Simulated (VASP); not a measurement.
A run of VASP 6.6.1:

The input INCAR:

```
SYSTEM = Cu12Cl
  PREC = Accurate
  ENCUT = 520
  EDIFF = 1E-7
  ISMEAR = 0
  SIGMA = 0.1
  LREAL = .FALSE.
  LASPH = .TRUE.
  NELM = 120
  ALGO = Normal
  ISIF = 2
  LWAVE = .FALSE.
  LCHARG = .FALSE.
  LDIPOL = .TRUE.
  IDIPOL = 3
  DIPOL = 0.5 0.5 0.323
  GGA = PE
  IBRION = 2
  NSW = 36
  EDIFFG = -0.025
  GGA_COMPAT = .FALSE.
  NELMIN = 4
  NELMDL = -8
  KPAR = 4
```

File KPOINTS:

```
regular mesh
0
G
  6 6 1
  0 0 0
```

POSCAR

```
Cu12Cl
1.0
    5.1319544695      0.0000000000      0.0000000000
   -2.5659772347      4.4444029416      0.0000000000
    0.0000000000      0.0000000000     19.6215699677
Cu Cl
12 1
Selective dynamics
Direct
    0.3333333333      0.1666666667      0.2038572860  F F F
    0.3333333333      0.6666666667      0.2038572860  F F F
    0.8333333333      0.1666666667      0.2038572860  F F F
    0.8333333333      0.6666666667      0.2038572860  F F F
    0.1666666667      0.3333333333      0.3088787987  F F F
    0.1666666667      0.8333333333      0.3088787987  F F F
    0.6666666667      0.3333333333      0.3088787987  F F F
    0.6666666667      0.8333333333      0.3088787987  F F F
    0.0000000000      0.0000000000      0.4139103028  F F F
    0.0000000000      0.5000000000      0.4139103028  F F F
    0.5000000000      0.0000000000      0.4139103028  F F F
    0.5000000000      0.5000000000      0.4139103028  F F F
    0.1666666667      0.3333333333      0.4987746573  F F T
```

Potentials or basis: VASP PAW PBE potentials, release 64 (Cu, Cl).

Launch:

```console
$ cat potpaw_PBE.64/Cu/POTCAR potpaw_PBE.64/Cl/POTCAR > POTCAR
$ mpirun -np 4 vasp_std > vasp.out
```

Hardware: 4 MPI ranks on Intel(R) Xeon(R) Platinum 8375C CPU @ 2.90GHz (Ice Lake), with other jobs on the host.

Estimate the wall time of this run.

It took 16 min on 4 MPI ranks on Intel(R) Xeon(R) Platinum 8375C CPU @ 2.90GHz (Ice Lake), with other jobs on the host, peak memory 0.69 GiB a rank. Counts: scf iterations 94, k points 7, ion steps 4.
